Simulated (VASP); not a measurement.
Y2Si2F, 5 atoms in the cell. The structure is hexagonal, space group P6/mmm (No. 191). The conventional cell has a = 5.222 Å, b = 5.222 Å, c = 6.187 Å, α = 90.00°, β = 90.00°, γ = 120.00°. Y (site symmetry -6m2) has 3 Y at 3.02 Å and 3 F at 3.02 Å and 6 Si at 3.57 Å within 4.0 Å. Si (site symmetry 6mm) has 1 F at 1.91 Å and 1 Si at 2.36 Å within 2.5 Å. F (site symmetry 6/mmm) has 2 Si at 1.91 Å within 2.5 Å. 

```yaml
Program: VASP 6.6.1
Task: single point
Functional: PBE
Potentials_or_basis: VASP PAW PBE potentials, release 64 (Y_sv, Si, F)
Cutoff: 520 eV
k_mesh: 12 × 12 × 6
Occupations: gaussian, width 0.1 eV
Spin: no spin polarisation
Dipole_correction: no
Further_INCAR_settings: ALGO = Normal; EDIFF = 1e-06; NBANDS = 26
```

Potentials or basis: VASP PAW PBE potentials, release 64 (Y_sv, Si, F).

Run with:

```sh
$ cat potpaw_PBE.64/Y_sv/POTCAR potpaw_PBE.64/Si/POTCAR potpaw_PBE.64/F/POTCAR > POTCAR
$ mpirun -np 1 vasp_std > vasp.out
```

Hardware: 1 thread of Intel Xeon 8259CL, with other jobs on the host.

Task: Estimate the wall time of this run.

Result: Run time: 6.8 min on 1 thread of Intel Xeon 8259CL, with other jobs on the host, peak memory 0.46 GiB. Counts: scf iterations 15, k points 76.
